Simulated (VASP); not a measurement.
# Pt in VASP: notebook, part 2 of 3

VASP 6.6.1. The steps go on from the part before.

## Step 3: Single point, LDA (normal strain along x -0.0550, normal strain along z -0.0350)

File INCAR:

```
SYSTEM = Pt
ALGO = Fast
EDIFF = 1E-7
ENCUT = 520
ISIF = 2
ISMEAR = 0
LASPH = .True.
LCHARG = .False.
LREAL = .False.
LWAVE = .False.
NBANDS = 11
NELM = 80
PREC = Accurate
SIGMA = 0.15
```

File KPOINTS:

```
k-points
0
Gamma
  20 20 20
  0 0 0
```

File POSCAR:

```
Pt
1.0
    0.0000000000      1.9468328700      1.8786937196
    1.8397570622      0.0000000000      1.8786937196
    1.8397570622      1.9468328700      0.0000000000
Pt
1
Direct
    0.0000000000      0.0000000000      0.0000000000
```

Potentials or basis: VASP PAW LDA potentials, release 64 (Pt).

The run is started by

```
cat potpaw_LDA.64/Pt/POTCAR > POTCAR
mpirun -np 1 vasp_std > vasp.out
```

OUTCAR:

```text
SYSTEM = Pt
   EDIFF = 1E-7
   ENCUT = 520
   ISIF = 2
   ISMEAR = 0
   LASPH = .True.
   LREAL = .False.
   NELM = 80
   PREC = Accurate

 ion  position               nearest neighbor table
   1  0.000  0.000  0.000-

  LATTYP: Found a face centered orthorhombic cell.
 ALAT       =     3.6795141244
 B/A-ratio  =     1.0211640212
 C/A-ratio  =     1.0582010582

  Lattice vectors:

 A1 = (   0.0000000000,   1.9468328700,  -1.8786937196)
 A2 = (   1.8397570622,   1.9468328700,   0.0000000000)
 A3 = (   1.8397570622,   0.0000000000,  -1.8786937196)

Analysis of symmetry for initial positions (statically):
=====================================================================
 Subroutine PRICEL returns:
 Original cell was already a primitive cell.

 Routine SETGRP: Setting up the symmetry group for a
 face centered orthorhombic supercell.

 Subroutine GETGRP returns: Found  8 space group operations
 (whereof  8 operations were pure point group operations)
 out of a pool of  8 trial point group operations.

The static configuration has the point symmetry D_2h.

Analysis of symmetry for dynamics (positions and initial velocities):
=====================================================================
 Subroutine PRICEL returns:
 Original cell was already a primitive cell.

 Routine SETGRP: Setting up the symmetry group for a
 face centered orthorhombic supercell.

 Subroutine GETGRP returns: Found  8 space group operations
 (whereof  8 operations were pure point group operations)
 out of a pool of  8 trial point group operations.

The dynamic configuration has the point symmetry D_2h.

 Subroutine INISYM returns: Found  8 space group operations
 (whereof  8 operations are pure point group operations),
 and found     1 'primitive' translations

----------------------------------------------------------------------------------------

                                     Primitive cell

  volume of cell :      13.4578

  direct lattice vectors                    reciprocal lattice vectors
     0.000000000  1.946832870  1.878693720    -0.271775013  0.256827388  0.266142371
     1.839757062  0.000000000  1.878693720     0.271775013 -0.256827388  0.266142371
     1.839757062  1.946832870  0.000000000     0.271775013  0.256827388 -0.266142371

  length of vectors
     2.705484858  2.629485908  2.678593712     0.458970289  0.458970289  0.458970289

  position of ions in fractional coordinates (direct lattice)
     0.000000000  0.000000000  0.000000000

  ion indices of the primitive-cell ions
   primitive index   ion index
                 1           1

----------------------------------------------------------------------------------------

 KPOINTS: k-points

Automatic generation of k-mesh.
 Grid dimensions read from file:
 generate k-points for:   20   20   20

 Generating k-lattice:

  Cartesian coordinates                     Fractional coordinates (reciprocal lattice)
    -0.013588751  0.012841369  0.013307119     0.050000000  0.000000000  0.000000000
     0.013588751 -0.012841369  0.013307119    -0.000000000  0.050000000 -0.000000000
     0.013588751  0.012841369 -0.013307119     0.000000000  0.000000000  0.050000000

  Length of vectors
     0.022948514  0.022948514  0.022948514

  Shift w.r.t. Gamma in fractional coordinates (k-lattice)
     0.000000000  0.000000000  0.000000000

 Subroutine IBZKPT returns following result:
 ===========================================

 Found   1166 irreducible k-points:

 Following reciprocal coordinates:
            Coordinates               Weight
  0.000000  0.000000  0.000000      1.000000
  0.050000  0.000000  0.000000      8.000000
  0.100000  0.000000 -0.000000      8.000000
  0.150000  0.000000  0.000000      8.000000
  0.200000  0.000000 -0.000000      8.000000
  0.250000  0.000000  0.000000      8.000000
[... 16 lines left out ...]
 -0.400000  0.050000 -0.000000      8.000000
 -0.350000  0.050000  0.000000      8.000000
 [... further k-points ...]
   k-points           NKPTS =   1166   k-points in BZ     NKDIM =   1166   number of bands    NBANDS=     11
   number of dos      NEDOS =    301   number of ions     NIONS =      1
   total plane-waves  NPLWV =   8000
   dimension x,y,z NGX =    20 NGY =   20 NGZ =   20
   dimension x,y,z NGXF=    40 NGYF=   40 NGZF=   40
   ions per type =               1
   NGX,Y,Z   is equivalent  to a cutoff of  12.29, 12.64, 12.41 a.u.
   NGXF,Y,Z  is equivalent  to a cutoff of  24.58, 25.29, 24.83 a.u.
 SYSTEM =  Pt
   PREC   = accura    normal or accurate (medium, high low for compatibility)
   ISTART =      0    job   : 0-new  1-cont  2-samecut
   ICHARG =      2    charge: 1-file 2-atom 10-const
   ISPIN  =      1    spin polarized calculation?
   LNONCOLLINEAR =      F non collinear calculations
   LSORBIT =      F    spin-orbit coupling
   LASPH  =      T    aspherical Exc in radial PAW
   ENCUT  =  520.0 eV  38.22 Ry    6.18 a.u.   5.03  4.89  4.98*2*pi/ulx,y,z
   NELM   =     80;   NELMIN=  2; NELMDL= -5     # of ELM steps
   EDIFF  = 0.1E-06   stopping-criterion for ELM
   LREAL  =      F    real-space projection
   EDIFFG = 0.1E-05   stopping-criterion for IOM
   NSW    =      0    number of steps for IOM
   IBRION =     -1    ionic relax: 0-MD 1-quasi-New 2-CG
   NFREE  =      0    steps in history (QN), initial steepest desc. (CG)
   ISIF   =      2    stress and relaxation
   ISYM   =      2    0-nonsym 1-usesym 2-fastsym
   POTIM  = 0.5000    time-step for ionic-motion
   TEBEG  =    0.0;   TEEND  =   0.0 temperature during run
   PSTRESS=    0.0 pullay stress
   NELECT =      10.0000    total number of electrons
   NUPDOWN=      -1.0000    fix difference up-down
   EMIN   =  10.00;   EMAX   =-10.00  energy-range for DOS
   EFERMI =   0.00;   METHOD = LEGACY
   ISMEAR =     0;   SIGMA  =   0.15  broadening in eV -4-tet -1-fermi 0-gaus
   EFERMI_NEDOS =   21; number of points for ismear=-14 and -15
   IALGO  =     68    algorithm
   IMIX   =      4    mixing-type and parameters
     AMIX     =   0.40;   BMIX     =  1.00
     AMIX_MAG =   1.60;   BMIX_MAG =  1.00
  volume/ion in A,a.u.               =      13.46        90.82
  Fermi-wavevector in a.u.,A,eV,Ry     =   1.482802  2.802089 29.915148  2.198701
  Thomas-Fermi vector in A             =   2.596543
   LORBIT       =      0    0 simple, 1 ext, 2 COOP (PROOUT), +10 PAW based schemes
   GGA     = CA    functional components
   LHFCALC =     F    Hartree Fock is set to
   AEXX    =    0.0000 exact exchange contribution
   IVDW    =     0    specifies the selected vdW correction
   LEPSILON=     F    determine dielectric tensor
   LRPA    =     F    only Hartree local field effects (RPA)
 non-spin polarized calculation
 RMM-DIIS sequential band-by-band and
 Gauss-broadening in eV      SIGMA  =   0.15
  energy-cutoff  :      520.00
  volume of cell :       13.46
 maximum number of plane-waves:       376
   NGX =  9   NGY =  9   NGZ =  9

 number of electron      10.0000001 magnetization

 Free energy of the ion-electron system (eV)
  ---------------------------------------------------
  ext. energy  EPLUGINS =         0.00000000
  ---------------------------------------------------
  free energy    TOTEN  =        -7.36115136 eV

  energy without entropy =       -7.34486466  energy(sigma->0) =       -7.35300801

 E-fermi :  13.5103     XC(G=0): -14.3545

 val. band max:       13.5095224200   @ k =   0.5000   0.0500   0.2500
 cond. band min:      13.5119636639   @ k =   0.4000   0.4000   0.0000
 fundamental gap:      0.0024412439
 Fermi energy:        13.5103423448

 k-point     1 :       0.0000    0.0000    0.0000
  band No.  band energies     occupation
      1       1.9179      2.00000
      2       8.5044      2.00000
      3       9.0196      2.00000
      4       9.2910      2.00000
      5      11.1187      2.00000
      6      11.9639      2.00000
      7      27.7490      0.00000
      8      32.3643      0.00000
      9      33.4280      0.00000
     10      34.1348      0.00000
     11      39.2492      0.00000

 k-point     2 :       0.0500    0.0000    0.0000
  band No.  band energies     occupation
      1       2.0316      2.00000
      2       8.5230      2.00000
      3       9.0270      2.00000
      4       9.3027      2.00000
      5      11.0982      2.00000
      6      11.9244      2.00000
      7      27.9416      0.00000
      8      32.2851      0.00000
      9      33.3246      0.00000
     10      34.1203      0.00000
     11      39.9335      0.00000
[... 295 lines left out ...]
 k-point    24 :      -0.3500    0.0500    0.0000
  band No.  band energies     occupation
      1       4.9542      2.00000
      2       8.7183      2.00000
      3       9.4066      2.00000
      4      10.0301      2.00000
      5      12.5521      2.00000
      6      13.3379      1.89596
      7      23.5286      0.00000
      8      28.4573      0.00000
      9      34.0528      0.00000
     10      35.7564      0.00000
     11      39.9799      0.00000

 [... further k-points ...]
[... 5 lines left out ...]
  --------------------------------------------------------------------------------------
  -------------------------------------------------------------------------------------
  Total        3.5022679      2.7079700      3.3361721      0.0000000      0.0000000      0.0000000
  in kB      416.9508103    322.3883196    397.1768292      0.0000000      0.0000000      0.0000000
  external PRESSURE =     378.8386530 kB  Pullay stress =       0.0000000 kB

 VOLUME and BASIS-vectors are now :
 -----------------------------------------------------------------------------
  energy-cutoff  :      520.00
  volume of cell :       13.46
      direct lattice vectors                 reciprocal lattice vectors
     0.000000000  1.946832870  1.878693720    -0.271775013  0.256827388  0.266142371
     1.839757062  0.000000000  1.878693720     0.271775013 -0.256827388  0.266142371
     1.839757062  1.946832870  0.000000000     0.271775013  0.256827388 -0.266142371

 POSITION                                       TOTAL-FORCE (eV/Angst)
 -----------------------------------------------------------------------------------
      0.00000      0.00000      0.00000         0.000000     -0.000000      0.000000
 -----------------------------------------------------------------------------------
    total drift:                                0.000000     -0.000000     -0.000000

  FREE ENERGIE OF THE ION-ELECTRON SYSTEM (eV)
  ---------------------------------------------------
  free  energy   TOTEN  =        -7.3611513647 eV

  energy  without entropy=       -7.3448646559  energy(sigma->0) =       -7.35300801
```

OSZICAR:

```text
N       E                     dE             d eps       ncg     rms          rms(c)
DAV:   1     0.400929337646E+02    0.40093E+02   -0.54436E+03 26124   0.855E+02
DAV:   2    -0.716601326016E+01   -0.47259E+02   -0.45457E+02 29530   0.184E+02
DAV:   3    -0.777000644110E+01   -0.60399E+00   -0.60038E+00 30040   0.197E+01
DAV:   4    -0.777222301833E+01   -0.22166E-02   -0.22164E-02 29806   0.140E+00
DAV:   5    -0.777223830612E+01   -0.15288E-04   -0.15288E-04 30182   0.106E-01    0.185E+01
RMM:   6    -0.742524885983E+01    0.34699E+00   -0.27629E-01 25834   0.452E+00    0.978E+00
RMM:   7    -0.736627865959E+01    0.58970E-01   -0.78032E-02 27097   0.252E+00    0.263E+00
RMM:   8    -0.736128220651E+01    0.49965E-02   -0.10633E-02 27482   0.961E-01    0.537E-01
RMM:   9    -0.736113829153E+01    0.14391E-03   -0.80739E-04 30248   0.237E-01    0.816E-02
RMM:  10    -0.736115200664E+01   -0.13715E-04   -0.13429E-04 30047   0.875E-02    0.920E-02
RMM:  11    -0.736115902891E+01   -0.70223E-05   -0.34531E-05 28943   0.487E-02    0.836E-02
RMM:  12    -0.736116939153E+01   -0.10363E-04   -0.42974E-06 29829   0.163E-02    0.115E-01
RMM:  13    -0.736118232203E+01   -0.12930E-04   -0.19998E-06 28473   0.116E-02    0.144E-01
RMM:  14    -0.736117758748E+01    0.47345E-05   -0.44705E-07 28160   0.550E-03    0.133E-01
RMM:  15    -0.736116335206E+01    0.14235E-04   -0.26150E-06 29014   0.131E-02    0.885E-02
RMM:  16    -0.736115301398E+01    0.10338E-04   -0.49804E-06 32021   0.182E-02    0.322E-02
RMM:  17    -0.736115144037E+01    0.15736E-05   -0.12070E-06 29039   0.910E-03    0.668E-03
RMM:  18    -0.736115136467E+01    0.75702E-07   -0.13157E-07 19652   0.311E-03
   1 F= -.73611514E+01 E0= -.73530080E+01  d E =-.162867E-01
```

stdout:

```text
POSCAR found type information on POSCAR Pt
 POSCAR found :  1 types and       1 ions
 scaLAPACK will be used
 LDA part: xc-table for (Slater(with rela. corr.)+CA(PZ))
 , standard interpolation
 POSCAR, INCAR and KPOINTS ok, starting setup
 FFT: planning ... GRIDC
 FFT: planning ... GRID_SOFT
 FFT: planning ... GRID
 WAVECAR not read
 entering main loop
```

It took 4.4 min on 1 thread of Intel Xeon 8259CL, shared host; peak memory 0.28 GiB.

What came out:

```yaml
Free_energy: -7.3612 eV
Pressure: 37.9 GPa
Band_gap_on_the_k_mesh: zero (bands 5 and 6 overlap by 2.98 eV)
```

Stress tensor (GPa, compression positive):
```
41.70  0.00  0.00
 0.00 32.24  0.00
 0.00  0.00 39.72
```

Caveat: the cell differs from its parent crystal (normal strain along x -0.0550, normal strain along z -0.0350); the stress differs along the axes, from 32 to 42 GPa; spin-orbit coupling is left out, which moves the levels of the heavy elements.

## Step 4: Single point, LDA (normal strain along x +0.0000, normal strain along z +0.0700)

File INCAR:

```
PREC = Accurate
ENCUT = 520
EDIFF = 1E-6
ISMEAR = 0
SIGMA = 0.15
LREAL = False
LASPH = True
NELM = 60
ALGO = Normal
ISIF = 2
LWAVE = False
LCHARG = True
LELF = True
LVHAR = True
NBANDS = 11
```

File KPOINTS:

```
Automatic mesh
0
Gamma
  20 20 20
```

File POSCAR:

```
Pt
1.0
    0.0000000000      1.9468328700      2.0831111709
    1.9468328700      0.0000000000      2.0831111709
    1.9468328700      1.9468328700      0.0000000000
Pt
1
Direct
    0.0000000000      0.0000000000      0.0000000000
```

The run is started by

```
cat potpaw_LDA.64/Pt/POTCAR > POTCAR
mpirun -np 1 vasp_std > vasp.out
```

Run time: 70 s. Hardware: 1 thread of Intel Xeon 8259CL, shared host; peak memory 0.23 GiB.

Results (log left out):

- Free energy: -7.4477 eV
- Pressure: -16.1 GPa
- Band gap on the k mesh: zero (bands 5 and 6 overlap by 2.36 eV)

Stress tensor (GPa, compression positive):
```
-13.93   0.00   0.00
  0.00 -13.93   0.00
  0.00   0.00 -20.52
```

Levels at points of the mesh, in eV from the Fermi level:
```tsv
k point	band 3	band 4	band 5	band 6	band 7	band 8
(0.00, 0.00, 0.00)	-3.24	-3.24	-1.97	-1.06	14.83	18.41
(0.50, 0.00, 0.00)	-3.20	-0.27	-0.11	0.20	5.53	14.16
(0.50, 0.50, 0.00)	0.10	0.42	0.42	1.08	7.29	12.02
(0.50, 0.00, 0.50)	-0.04	0.13	0.80	2.30	8.99	10.68
```

Caveat: the cell differs from its parent crystal (normal strain along x +0.0000, normal strain along z +0.0700); the stress differs along the axes, from -21 to -14 GPa; spin-orbit coupling is left out, which moves the levels of the heavy elements.

[end of part 2 of 3]
